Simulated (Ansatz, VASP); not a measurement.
## WAu in VASP and in Ansatz

```xyz
2
Lattice="0.0000 2.7480 2.7480 2.7480 0.0000 2.7480 2.7480 2.7480 0.0000" Properties=species:S:1:pos:R:3 pbc="T T T"
W     0.0000    0.0000    0.0000
Au    4.1220    4.1220    4.1220
```

Alike in both runs: task relaxation of cell and atoms; functional PBEsol; k mesh 8 × 8 × 8; occupations fermi-dirac, width 0.05 eV; no spin polarisation.

```csv
,VASP,Ansatz
version,VASP 6.6.1,Ansatz 0.2.0
potentials or method,"VASP PAW PBE potentials, release 64 (W_sv, Au)",Ansatz PAW
plane-wave cutoff (eV),600,420
valence electrons in the cell,25,33
```

|  | VASP | Ansatz | Ansatz less VASP |
| --- | --- | --- | --- |
| gap on the k mesh at the Fermi level, each at its own relaxed structure (eV) | none | none | - |
| relaxed volume (Å³/atom) | 23.74 | 23.72 | -0.021 |
| relaxed cell length with the largest relative difference (Å) | 4.064 | 4.063 | -0.0012 |

VASP's potentials were made for PBE, not for PBEsol. A gap of «none» marks a metal or a gap that the smearing closes. VASP's potentials hold 25 valence electrons a cell and Ansatz's 33, so a difference there can come from the potentials and not from the codes.

Spin-orbit coupling is off throughout. Noted on Ansatz's run: the plane-wave basis is chosen anew once the cell has moved, so the energies of steps on either side of that aren't comparable.
